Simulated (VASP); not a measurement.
Ge: single point with PBE

Crystal: Ge.

```xyz
2
Lattice="0.0000 2.8860 2.8860 2.8860 0.0000 2.8860 2.8860 2.8860 0.0000" Properties=species:S:1:pos:R:3 pbc="T T T"
Ge    2.8860    2.8860    2.8860
Ge    4.3290    4.3290    4.3290
```

| Quantity | Value |
| --- | --- |
| Program | VASP 6.6.1 |
| Task | single point |
| Functional | PBE |
| Potentials or basis | VASP PAW PBE potentials, release 64 (Ge_d) |
| Cutoff | 520 eV |
| k mesh | 7 × 7 × 7 |
| Occupations | fermi-dirac, width 0.05 eV |
| Spin | non-collinear spin, zero start, spin-orbit coupling |
| Starting moments | [[0.0, 0.0, 0.0], [0.0, 0.0, 0.0]] μB |

```json
{"Pressure": "-0.3 GPa", "Net moment": "0.00 μB per cell", "Valence electrons inside the program's atomic spheres": "Ge 12.36"}
```

Moments on the atoms (μB; x, y, z):
```
Ge  0.00 0.00 0.00
Ge  0.00 0.00 0.00
```

It took 84 s on 1 thread of Intel(R) Xeon(R) Platinum 8259CL CPU @ 2.50GHz (Skylake/Cascade Lake), on a shared host, peak memory 0.29 GiB.
